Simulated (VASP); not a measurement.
Wanted: the native input for a VASP 6.6.1 run.

```
Task                   : relaxation of cell and atoms
Functional             : RPBE
Dispersion             : D3(BJ)
Potentials or basis    : VASP PAW PBE potentials, release 64 (Ga_d)
Cutoff                 : 600 eV
k mesh                 : 10 × 10 × 8
Occupations            : fermi-dirac, width 0.05 eV
Spin                   : no spin polarisation
Dipole correction      : no
Further INCAR settings : ALGO = Fast; EDIFF = 1e-06; IBRION = 2; EDIFFG = -0.01; NSW = 60; ISIF = 3
```

The structure of Ga lies in POSCAR:

```
Ga
1.0
    1.3830000000     -4.0265000000      0.0000000000
    1.3830000000      4.0265000000      0.0000000000
   -0.1174474948      0.0000000000      3.3299294416
Ga
2
Direct
    0.1310000000      0.8690000000      0.7500000000
    0.8690000000      0.1310000000      0.2500000000
```

The input as run:

INCAR

```
PREC = Accurate ; ENCUT = 600
EDIFF = 1E-6 ; ISMEAR = -1
SIGMA = 0.05 ; LREAL = False
LASPH = True ; NELM = 100
ALGO = Fast ; ISIF = 3
LWAVE = False ; LCHARG = False
GGA = RP ; IVDW = 12
IBRION = 2 ; NSW = 60
EDIFFG = -0.01
```

KPOINTS

```
Automatic mesh
0
Gamma
  10 10 8
```

Potentials or basis: VASP PAW PBE potentials, release 64 (Ga_d).

Run with:

```bash
$ cat potpaw_PBE.64/Ga_d/POTCAR > POTCAR
$ mpirun -np 1 vasp_std > vasp.out
```

It gave:

The relaxed volume is 15.01 Å³/atom and the relaxed cell is a = 4.132 Å, b = 4.132 Å, c = 2.923 Å, α = 89.98°, β = 89.98°, γ = 143.02°. The space group after relaxing (to 0.1 Å) is Cmcm (No. 63). The energy gained by relaxing is 205.7 meV/atom. The ionic steps are 20. The pressure after relaxing is 0.0 GPa. The largest force after relaxing is 0.007 eV/Å, the band gap on the k mesh is zero (bands 13 and 14 overlap by 11.29 eV) and the dispersion energy per atom is -2.174 eV.

Caveat: the volume moved by over 15 % at a fixed basis, so the end points are rough; the dispersion term is far too large for a dense solid, which distorts pressure and volume; the PAW data sets were made with another functional, which shifts forces and pressure a little.

Wall time 36 min on 1 thread of Intel(R) Xeon(R) Platinum 8259CL CPU @ 2.50GHz (Skylake/Cascade Lake) (shared host), peak memory 0.32 GiB.
